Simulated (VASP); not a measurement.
Runs of VASP 6.6.1 on Au. The structure is that of space group Fm-3m (No. 225), or close to it. The cells are those of the table. 

```tsv
task	cell	k mesh	cutoff (eV)	gap on the mesh (eV)	pressure (GPa)	relaxed volume (Å³/atom)
single point	a = 2.940 Å, angles 60.0°, 1 atom	18 × 18 × 18	520	none	-0.3	-
relaxation of cell and atoms	relaxed from a = 2.946 Å, angles 60.0°, 1 atom	18 × 18 × 18	600	none	0.0	(a)
single point	a = 2.872 Å, angles 60.0°, 1 atom	8 × 8 × 8	500	none	12.8	-
single point	a = 2.946 Å, angles 60.0°, 1 atom	8 × 8 × 8	500	none	-0.3	-
relaxation of cell and atoms	relaxed from a = 2.872 Å, angles 60.0°, 1 atom	8 × 8 × 8	500	none	-0.3	18.08
```

Alike in all rows: level PBE; potentials or basis VASP PAW PBE potentials, release 64 (Au); no spin polarisation; smearing gaussian 0.1 eV.

Estimate the missing entries.

(a) 17.95.

Caveats: spin-orbit coupling is left out, which moves the levels of the heavy elements.

A k mesh can miss the band edges, and the runs leave out spin-orbit coupling on Au.

A gap of «none» marks levels without a gap at the run's occupations.
